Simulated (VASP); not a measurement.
A run of VASP 6.6.1 is set up as follows.

POSCAR

```
Li5Au3
1.0
   -3.1329129000      3.1329129000      3.1329129000
    3.1329129000     -3.1329129000      3.1329129000
    3.1329129000      3.1329129000     -3.1329129000
Li Au
5 3
Direct
    0.5000000000      0.5000000000      0.5000000000
    0.0000000000      0.0000000000      0.5000000000
    0.0000000000      0.5000000000      0.0000000000
    0.5000000000      0.0000000000      0.0000000000
    0.0000000000      0.0000000000      0.0000000000
    0.0000000000      0.5000000000      0.5000000000
    0.5000000000      0.0000000000      0.5000000000
    0.5000000000      0.5000000000      0.0000000000
```

INCAR.step1

```
SYSTEM = Li5Au3
PREC = Accurate
ENCUT = 520
ISMEAR = 0
SIGMA = 0.1
LREAL = .False.
LASPH = .True.
NELM = 80
NBANDS = 34
GGA = PE
ALGO = Normal
EDIFF = 1E-4
LWAVE = .True.
LCHARG = .False.
```

The input INCAR.step2:

```
SYSTEM = Li5Au3
PREC = Accurate
ENCUT = 520
EDIFF = 1E-7
ISMEAR = 0
SIGMA = 0.1
LREAL = .False.
LASPH = .True.
NELM = 80
ALGO = Normal
ISIF = 2
LWAVE = .False.
LCHARG = .True.
METAGGA = R2SCAN
LMIXTAU = .True.
LELF = .True.
LVHAR = .True.
NBANDS = 34
ISTART = 1
```

KPOINTS

```
Automatic mesh
0
Gamma
  8 8 8
  0 0 0
```

Potentials or basis: VASP PAW PBE potentials, release 64 (Li_sv, Au).

The run is started by

```console
$ cat potpaw_PBE.64/Li_sv/POTCAR potpaw_PBE.64/Au/POTCAR > POTCAR
$ cp INCAR.step1 INCAR
$ mpirun -np 1 vasp_std > vasp.out
$ cp INCAR.step2 INCAR
$ mpirun -np 1 vasp_std > vasp.out
```

Problem. Predict the band gap on the k mesh.

Solution. Zero (bands 24 and 25 overlap by 1.72 eV).

Caveat: spin-orbit coupling is left out, which moves the levels of the heavy elements.
